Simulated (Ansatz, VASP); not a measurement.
Given: the input of a run of VASP 6.6.1 on SiNi3.

File POSCAR:

```
SiNi3
1.0
    3.5886106083      0.0000000000      0.0000000000
    0.0000000000      3.5886106083      0.0000000000
    0.0000000000      0.0000000000      3.5886106083
Ni Si
3 1
Direct
    0.5000000000      0.5000000000      0.0000000000
    0.5000000000      0.0000000000      0.5000000000
    0.0000000000      0.5000000000      0.5000000000
    0.0000000000      0.0000000000      0.0000000000
```

Contents of INCAR.step1:

```
PREC = Accurate
ENCUT = 520
ISMEAR = -1
SIGMA = 0.05
LREAL = False
LASPH = True
NELM = 150
ISPIN = 2
MAGMOM = 1 1 1 0
LMAXMIX = 4
NBANDS = 29
GGA = PE
ALGO = Normal
EDIFF = 1E-4
LWAVE = True
LCHARG = False
```

INCAR.step2

```
PREC = Accurate
ENCUT = 520
EDIFF = 1E-6
ISMEAR = -1
SIGMA = 0.05
LREAL = False
LASPH = True
NELM = 150
ALGO = Normal
ISIF = 2
LWAVE = False
LCHARG = False
ISPIN = 2
MAGMOM = 1 1 1 0
LORBIT = 11
LMAXMIX = 4
METAGGA = R2SCAN
LMIXTAU = True
NBANDS = 29
ISTART = 1
```

Contents of KPOINTS:

```
Automatic mesh
0
Gamma
  8 8 8
```

Potentials or basis: VASP PAW PBE potentials, release 64 (Ni, Si).

Launch:

```bash
$ cat potpaw_PBE.64/Ni/POTCAR potpaw_PBE.64/Si/POTCAR > POTCAR
$ cp INCAR.step1 INCAR
$ mpirun -np 1 vasp_std > vasp.out
$ cp INCAR.step2 INCAR
$ mpirun -np 1 vasp_std > vasp.out
```

Q: Translate it to Ansatz 0.2.0. Potentials there: Ansatz PAW.

A: As run (the cutoff follows the program's own potentials):

File input.yaml:

```yaml
crystal:
  lattice:
    - [3.5886106083, 0.0, 0.0]
    - [0.0, 3.5886106083, 0.0]
    - [0.0, 0.0, 3.5886106083]
  atoms:
    - { symbol: Ni, position: [0.5, 0.5, 0.0], spin: 1.0 }
    - { symbol: Ni, position: [0.5, 0.0, 0.5], spin: 1.0 }
    - { symbol: Ni, position: [0.0, 0.5, 0.5], spin: 1.0 }
    - { symbol: Si, position: [0.0, 0.0, 0.0] }
hamiltonian:
  xc: r2scan
  pseudopotentials: { kind: paw }
magnetization:
  spin_polarized: true
kpoints:
  mp_grid: { grid: [8, 8, 8] }
scf:
  occupations: { method: fermi_dirac, width: 0.05 }
output:
  forces: true
  stress: true
  eigenvalues: true
```

Potentials or basis: Ansatz PAW.

Run with:

```sh
$ ansatz run input.yaml --threads 2 --pin off --max-ram 5632MiB --backend cpu --events-out ev --progress --plain --runs-dir out
```

Both were run:

|  | VASP | Ansatz | Ansatz less VASP |
| --- | --- | --- | --- |
| gap on the k mesh at the Fermi level (eV) | none | none | - |
| pressure (GPa) | -19.3 | -19.6 | -0.35 |
| net moment per atom (μB) | 0.00 | 0.05 | +0.046 |
| size of the moment on the site where the two differ most (μB) | 0.00 | 0.08 | +0.076 |

VASP's potentials were made for PBE, not for r2SCAN. Site moments also hang on the region over which each program counts them. A gap of «none» marks a metal or a gap that the smearing closes. VASP's potentials hold 34 valence electrons a cell and Ansatz's 58, so a difference there can come from the potentials and not from the codes.

Noted on Ansatz's run: the magnetic or orbital state may not be the lowest.
